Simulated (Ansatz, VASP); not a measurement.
# Two plane-wave programs on Zn6S5

```
CELL_PARAMETERS angstrom
0.00000 0.00000 -6.30464
-5.76610 -3.32906 0.00000
0.00000 6.65812 0.00000
ATOMIC_POSITIONS crystal
Zn 0.99973 0.66667 0.66667
Zn 0.99973 0.00000 0.33333
Zn 0.99973 0.33333 0.00000
Zn 0.49973 0.33333 0.33333
Zn 0.49973 0.66667 0.00000
Zn 0.49973 0.00000 0.66667
S 0.62527 0.00000 0.33333
S 0.62527 0.33333 0.00000
S 0.12527 0.33333 0.33333
S 0.12527 0.66667 0.00000
S 0.12527 0.00000 0.66667
```

Change from the starting cell: S vacancy (site b), charge +0, atoms relaxed at the host's cell.

Alike in both runs: task relaxation of the atoms; functional PBE; k mesh 2 × 2 × 2; occupations gaussian, width 0.01 eV; no spin polarisation.

```csv
,VASP,Ansatz
version,VASP 6.6.1,Ansatz 0.2.0
potentials or method,"VASP PAW PBE potentials, release 64 (Zn, S), cutoff 520 eV","scalar-relativistic, plane waves, PAW"
valence electrons in the cell,102,102
```

```csv
,VASP,Ansatz,Ansatz less VASP
"gap on the k mesh at the Fermi level, each at its own relaxed structure (eV)",1.79,1.77,-0.011
```

The k mesh is coarse, so the values compare programs but aren't converged.
